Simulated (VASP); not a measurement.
# CoC (NiAs type) (P6_3/mmc) in VASP: a series of runs

CoC (NiAs type) is run at these levels: LDA; tasks: single point.

All numbers are computed with VASP 6.6.1; they aren't measurements. Logs are shortened: lines on timing, memory, paths and dates and some standing lists are left out, and cuts for length are marked.

### Step 1. The cell of the first run

It takes space group P6_3/mmc (No. 194, hexagonal). Conventional cell: a = 2.194 Å, b = 2.194 Å, c = 4.822 Å, α = 90.00°, β = 90.00°, γ = 120.00°. Within 2.3 Å of Co (site symmetry -3m) lie 6 C at 1.75 Å and 6 Co at 2.19 Å. C (site symmetry -6m2) has 6 Co at 1.75 Å and 6 C at 2.19 Å within 2.3 Å.

### Step 2. Single point, LDA, collinear spin, ferromagnetic start

Contents of INCAR:

```
SYSTEM = CoC
PREC = Accurate ; ENCUT = 520
EDIFF = 1E-6 ; ISMEAR = -1
SIGMA = 0.1 ; LREAL = .False.
LASPH = .True. ; NELM = 150
ALGO = Normal ; ISIF = 2
LWAVE = .False. ; LCHARG = .True.
ISPIN = 2 ; MAGMOM = 1.7 1.7 0 0
LORBIT = 11 ; LMAXMIX = 4
GGA = CA ; LELF = .True.
LVHAR = .True. ; NBANDS = 25
```

Contents of KPOINTS:

```
Automatic mesh
0
Gamma
  13 13 8
  0 0 0
```

Contents of POSCAR:

```
CoC
1.0
    2.1938695483      0.0000000000      0.0000000000
   -1.0969347742      1.8999467614      0.0000000000
    0.0000000000      0.0000000000      4.8221898206
Co C
2 2
Direct
    0.0000000000      0.0000000000      0.0000000000
    0.0000000000      0.0000000000      0.5000000000
    0.3333333333      0.6666666667      0.2500000000
    0.6666666667      0.3333333333      0.7500000000
```

Potentials or basis: VASP PAW LDA potentials, release 64 (Co, C).

On the command line:

```bash
$ cat potpaw_LDA.64/Co/POTCAR potpaw_LDA.64/C/POTCAR > POTCAR
$ mpirun -np 1 vasp_std > vasp.out
```

OUTCAR:

```text
SYSTEM = CoC
   PREC = Accurate
   ENCUT = 520
   EDIFF = 1E-6
   ISMEAR = -1
   LREAL = .False.
   LASPH = .True.
   NELM = 150
   ISIF = 2
   ISPIN = 2
   LORBIT = 11
   GGA = CA

 ion  position               nearest neighbor table
   1  0.000  0.000  0.000-   3 1.75   4 1.75   4 1.75   3 1.75   4 1.75   3 1.75   2 2.41   2 2.41

   2  0.000  0.000  0.500-   3 1.75   4 1.75   4 1.75   3 1.75   4 1.75   3 1.75   1 2.41   1 2.41

   3  0.333  0.667  0.250-   1 1.75   2 1.75   1 1.75   2 1.75   1 1.75   2 1.75
   4  0.667  0.333  0.750-   1 1.75   2 1.75   1 1.75   2 1.75   1 1.75   2 1.75

  LATTYP: Found a hexagonal cell.
 ALAT       =     2.1938695483
 C/A-ratio  =     2.1980294245

  Lattice vectors:

 A1 = (   2.1938695483,   0.0000000000,   0.0000000000)
 A2 = (  -1.0969347742,   1.8999467614,   0.0000000000)
 A3 = (   0.0000000000,   0.0000000000,   4.8221898206)

Analysis of symmetry for initial positions (statically):
=====================================================================
 Subroutine PRICEL returns:
 Original cell was already a primitive cell.

 Routine SETGRP: Setting up the symmetry group for a
 hexagonal supercell.

 Subroutine GETGRP returns: Found 24 space group operations
 (whereof 12 operations were pure point group operations)
 out of a pool of 24 trial point group operations.

The static configuration has the point symmetry D_3d.
 The point group associated with its full space group is D_6h.

Analysis of symmetry for dynamics (positions and initial velocities):
=====================================================================
 Subroutine PRICEL returns:
 Original cell was already a primitive cell.

 Routine SETGRP: Setting up the symmetry group for a
 hexagonal supercell.

 Subroutine GETGRP returns: Found 24 space group operations
 (whereof 12 operations were pure point group operations)
 out of a pool of 24 trial point group operations.

The dynamic configuration has the point symmetry D_3d.
 The point group associated with its full space group is D_6h.

Analysis of structural, dynamic, and magnetic symmetry:
=====================================================================
 Subroutine PRICEL returns:
 Original cell was already a primitive cell.

 Routine SETGRP: Setting up the symmetry group for a
 hexagonal supercell.

 Subroutine GETGRP returns: Found 24 space group operations
 (whereof 12 operations were pure point group operations)
 out of a pool of 24 trial point group operations.

The overall configuration has the point symmetry D_3d.
 The point group associated with its full space group is D_6h.

 Subroutine INISYM returns: Found 24 space group operations
 (whereof 12 operations are pure point group operations),
 and found     1 'primitive' translations

----------------------------------------------------------------------------------------

                                     Primitive cell

  volume of cell :      20.1000

  direct lattice vectors                    reciprocal lattice vectors
     2.193869548  0.000000000  0.000000000     0.455815616  0.263165269  0.000000000
    -1.096934774  1.899946761  0.000000000     0.000000000  0.526330537  0.000000000
     0.000000000  0.000000000  4.822189821     0.000000000  0.000000000  0.207374665

  length of vectors
     2.193869548  2.193869548  4.822189821     0.526330537  0.526330537  0.207374665

  position of ions in fractional coordinates (direct lattice)
     0.000000000  0.000000000  0.000000000
     0.000000000  0.000000000  0.500000000
     0.333333333  0.666666667  0.250000000
     0.666666667  0.333333333  0.750000000

  ion indices of the primitive-cell ions
   primitive index   ion index
                 1           1
                 2           2
                 3           3
                 4           4

----------------------------------------------------------------------------------------

 KPOINTS: Automatic mesh

Automatic generation of k-mesh.
 Grid dimensions read from file:
 generate k-points for:   13   13    8

 Generating k-lattice:

  Cartesian coordinates                     Fractional coordinates (reciprocal lattice)
     0.035062740  0.020243482  0.000000000     0.076923077  0.000000000  0.000000000
     0.000000000  0.040486964  0.000000000     0.000000000  0.076923077  0.000000000
     0.000000000  0.000000000  0.025921833     0.000000000  0.000000000  0.125000000

  Length of vectors
     0.040486964  0.040486964  0.025921833

  Shift w.r.t. Gamma in fractional coordinates (k-lattice)
     0.000000000  0.000000000  0.000000000

 Subroutine IBZKPT returns following result:
 ===========================================

 Found    105 irreducible k-points:

 Following reciprocal coordinates:
            Coordinates               Weight
  0.000000  0.000000  0.000000      1.000000
  0.076923  0.000000  0.000000      6.000000
  0.153846 -0.000000  0.000000      6.000000
  0.230769 -0.000000  0.000000      6.000000
  0.307692 -0.000000  0.000000      6.000000
  0.384615  0.000000  0.000000      6.000000
[... 16 lines left out ...]
  0.076923  0.000000  0.125000     12.000000
  0.153846 -0.000000  0.125000     12.000000
 [... further k-points ...]
   k-points           NKPTS =    105   k-points in BZ     NKDIM =    105   number of bands    NBANDS=     25
   number of dos      NEDOS =    301   number of ions     NIONS =      4
   total plane-waves  NPLWV =   9216
   dimension x,y,z NGX =    16 NGY =   16 NGZ =   36
   dimension x,y,z NGXF=    32 NGYF=   32 NGZF=   72
   ions per type =               2   2
   NGX,Y,Z   is equivalent  to a cutoff of  12.12, 12.12, 12.41 a.u.
   NGXF,Y,Z  is equivalent  to a cutoff of  24.25, 24.25, 24.82 a.u.
 SYSTEM =  CoC
   PREC   = accura    normal or accurate (medium, high low for compatibility)
   ISTART =      0    job   : 0-new  1-cont  2-samecut
   ICHARG =      2    charge: 1-file 2-atom 10-const
   ISPIN  =      2    spin polarized calculation?
   LNONCOLLINEAR =      F non collinear calculations
   LSORBIT =      F    spin-orbit coupling
   LASPH  =      T    aspherical Exc in radial PAW
   ENCUT  =  520.0 eV  38.22 Ry    6.18 a.u.   4.08  4.08  8.97*2*pi/ulx,y,z
   NELM   =    150;   NELMIN=  2; NELMDL= -5     # of ELM steps
   EDIFF  = 0.1E-05   stopping-criterion for ELM
   LREAL  =      F    real-space projection
   EDIFFG = 0.1E-04   stopping-criterion for IOM
   NSW    =      0    number of steps for IOM
   IBRION =     -1    ionic relax: 0-MD 1-quasi-New 2-CG
   NFREE  =      0    steps in history (QN), initial steepest desc. (CG)
   ISIF   =      2    stress and relaxation
   ISYM   =      2    0-nonsym 1-usesym 2-fastsym
   POTIM  = 0.5000    time-step for ionic-motion
   TEBEG  =    0.0;   TEEND  =   0.0 temperature during run
   PSTRESS=    0.0 pullay stress
   NELECT =      26.0000    total number of electrons
   NUPDOWN=      -1.0000    fix difference up-down
   EMIN   =  10.00;   EMAX   =-10.00  energy-range for DOS
   EFERMI =   0.00;   METHOD = LEGACY
   ISMEAR =    -1;   SIGMA  =   0.10  broadening in eV -4-tet -1-fermi 0-gaus
   EFERMI_NEDOS =   21; number of points for ismear=-14 and -15
   IALGO  =     38    algorithm
   IMIX   =      4    mixing-type and parameters
     AMIX     =   0.40;   BMIX     =  1.00
     AMIX_MAG =   1.60;   BMIX_MAG =  1.00
  volume/ion in A,a.u.               =       5.03        33.91
  Fermi-wavevector in a.u.,A,eV,Ry     =   1.783749  3.370797 43.290485  3.181761
  Thomas-Fermi vector in A             =   2.847874
   LORBIT       =     11    0 simple, 1 ext, 2 COOP (PROOUT), +10 PAW based schemes
   GGA     = CA    functional components
   LHFCALC =     F    Hartree Fock is set to
   AEXX    =    0.0000 exact exchange contribution
   IVDW    =     0    specifies the selected vdW correction
   LEPSILON=     F    determine dielectric tensor
   LRPA    =     F    only Hartree local field effects (RPA)
 spin polarized calculation
  energy-cutoff  :      520.00
  volume of cell :       20.10
 maximum number of plane-waves:       556
   NGX =  9   NGY =  9   NGZ = 17

 number of electron      25.9999987 magnetization       0.0416889

 number of electron      25.9999987 magnetization      -0.0014680

 Free energy of the ion-electron system (eV)
  ---------------------------------------------------
  ext. energy  EPLUGINS =         0.00000000
  ---------------------------------------------------
  free energy    TOTEN  =       -26.89645913 eV

  energy without entropy =      -26.84638424  energy(sigma->0) =      -26.87142169

 E-fermi :  20.2807     XC(G=0): -16.7308

 val. band max:       20.2770532573   @ k =   0.4615   0.0000   0.5000
 cond. band min:      20.2835125622   @ k =   0.2308   0.0769   0.5000
 fundamental gap:      0.0064593048
 Fermi energy:        20.2807033935

 spin component 1

 k-point     1 :       0.0000    0.0000    0.0000
  band No.  band energies     occupation
      1      -0.7170      1.00000
      2       3.4570      1.00000
      3       6.9015      1.00000
      4      12.0958      1.00000
      5      13.9693      1.00000
      6      13.9693      1.00000
[... 661 lines left out ...]
     24      43.2662      0.00000
     25      46.1603      0.00000

 [... further k-points ...]

 spin component 2

 k-point     1 :       0.0000    0.0000    0.0000
  band No.  band energies     occupation
      1      -0.7171      1.00000
      2       3.4569      1.00000
      3       6.9013      1.00000
      4      12.0953      1.00000
      5      13.9690      1.00000
      6      13.9690      1.00000
[... 661 lines left out ...]
     24      43.2661      0.00000
     25      46.1601      0.00000

 [... further k-points ...]

------------------------ aborting loop because EDIFF is reached ----------------------------------------

  FORCE on cell =-STRESS in cart. coord.  units (eV):
  Direction    XX          YY          ZZ          XY          YZ          ZX
  --------------------------------------------------------------------------------------
  -------------------------------------------------------------------------------------
  Total       43.6609643     43.6609643     44.1544158     -0.0000000      0.0000000      0.0000000
  in kB     3480.2253984   3480.2253983   3519.5585264     -0.0000001      0.0000000      0.0000000
  external PRESSURE =    3493.3364411 kB  Pullay stress =       0.0000000 kB

 VOLUME and BASIS-vectors are now :
 -----------------------------------------------------------------------------
  energy-cutoff  :      520.00
  volume of cell :       20.10
      direct lattice vectors                 reciprocal lattice vectors
     2.193869548  0.000000000  0.000000000     0.455815616  0.263165269  0.000000000
    -1.096934774  1.899946761  0.000000000     0.000000000  0.526330537  0.000000000
     0.000000000  0.000000000  4.822189821     0.000000000  0.000000000  0.207374665

 POSITION                                       TOTAL-FORCE (eV/Angst)
 -----------------------------------------------------------------------------------
      0.00000      0.00000      0.00000         0.000000      0.000000     -0.000000
      0.00000      0.00000      2.41109        -0.000000      0.000000     -0.000000
     -0.00000      1.26663      1.20555         0.000000      0.000000      0.000000
      1.09693      0.63332      3.61664        -0.000000      0.000000      0.000000
 -----------------------------------------------------------------------------------
    total drift:                                0.000000     -0.000000      0.000000

  FREE ENERGIE OF THE ION-ELECTRON SYSTEM (eV)
  ---------------------------------------------------
  free  energy   TOTEN  =       -26.8964591309 eV

  energy  without entropy=      -26.8463842449  energy(sigma->0) =      -26.87142169

 total charge

# of ion       s       p       d       tot
------------------------------------------
    1        0.768   1.549   8.330  10.648
    2        0.768   1.549   8.330  10.648
    3        0.939   1.793   0.000   2.732
    4        0.939   1.793   0.000   2.732
--------------------------------------------------
tot          3.415   6.685  16.660  26.760

 magnetization (x)

# of ion       s       p       d       tot
------------------------------------------
    1       -0.000  -0.000  -0.000  -0.000
    2       -0.000  -0.000  -0.000  -0.000
    3        0.000   0.000   0.000   0.000
    4        0.000   0.000   0.000   0.000
--------------------------------------------------
tot          0.000  -0.000  -0.000  -0.000
```

Wall time 49 s (1 thread of Intel Xeon Platinum 8488C (Sapphire Rapids), shared host); peak memory 0.18 GiB.

Results:

```yaml
Free_energy: -26.8965 eV
Pressure: 349.3 GPa
Band_gap_on_the_k_mesh: zero (filled and empty bands overlap)
Net_moment: 0.00 μB per cell
```

Stress tensor (GPa, compression positive):
```
348.02   0.00   0.00
  0.00 348.02   0.00
  0.00   0.00 351.96
```

Caveat: the cell stands under pressure; the moments typed at the start vanished in this run.

### Step 3. Single point, LDA, collinear spin, ferromagnetic start

Contents of INCAR:

```
SYSTEM = CoC
PREC     = Accurate       ! precision mode
ENCUT    = 520            ! plane-wave cutoff, eV
EDIFF    = 1E-6           ! SCF threshold, eV
ISMEAR   = -1             ! smearing method
SIGMA    = 0.1            ! smearing width, eV
LREAL    = .False.        ! projectors in reciprocal space
LASPH    = .True.         ! aspherical terms in the spheres
NELM     = 150            ! most SCF steps
ALGO     = Normal         ! electronic algorithm
ISIF     = 2              ! what is computed and relaxed
LWAVE    = .False.        ! write WAVECAR
LCHARG   = .False.        ! write CHGCAR
ISPIN    = 2              ! spin polarisation
MAGMOM   = 1.7 1.7 0 0    ! initial moments
LORBIT   = 11             ! projections on sites
LMAXMIX  = 4              ! l up to which the mixer works
NBANDS   = 25             ! bands
```

Contents of KPOINTS:

```
regular mesh
0
Gamma
  13 13 8
  0 0 0
```

POSCAR is that of step 2.

Potentials or basis: VASP PAW LDA potentials, release 64 (Co, C).

On the command line:

```bash
$ cat potpaw_LDA.64/Co/POTCAR potpaw_LDA.64/C/POTCAR > POTCAR
$ mpirun -np 1 vasp_std > vasp.out
```

Run time: 45 s. Hardware: 1 thread of Intel Xeon Platinum 8488C (Sapphire Rapids), shared host; peak memory 0.19 GiB.

The run converged. Its results:

```yaml
Free_energy: -26.8965 eV
Pressure: 349.3 GPa
Band_gap_on_the_k_mesh: zero (filled and empty bands overlap)
Net_moment: 0.00 μB per cell
```

Stress tensor (GPa, compression positive):
```
348.02   0.00   0.00
  0.00 348.02   0.00
  0.00   0.00 351.96
```

Levels at points of the mesh, in eV from the Fermi level:
Spin up:
```csv
k point,band 10,band 11,band 12,band 13,band 14,band 15,band 16,band 17
"(0.00, 0.00, 0.00)",-3.62,-3.28,-2.45,-2.29,-2.29,3.41,3.41,7.47
"(0.00, 0.00, 0.50)",-3.10,-3.10,-3.10,-3.00,-3.00,5.60,5.60,5.60
```
Spin down:
```tsv
k point	band 9	band 10	band 11	band 12	band 13	band 14	band 15	band 16	band 17	band 18
(0.00, 0.00, 0.00)	-3.62	-3.62	-3.28	-2.45	-2.29	-2.29	3.41	3.41	7.47	7.47
(0.00, 0.00, 0.50)	-3.10	-3.10	-3.10	-3.10	-3.00	-3.00	5.60	5.60	5.60	5.60
```

Caveat: the cell stands under pressure; the moments typed at the start vanished in this run.
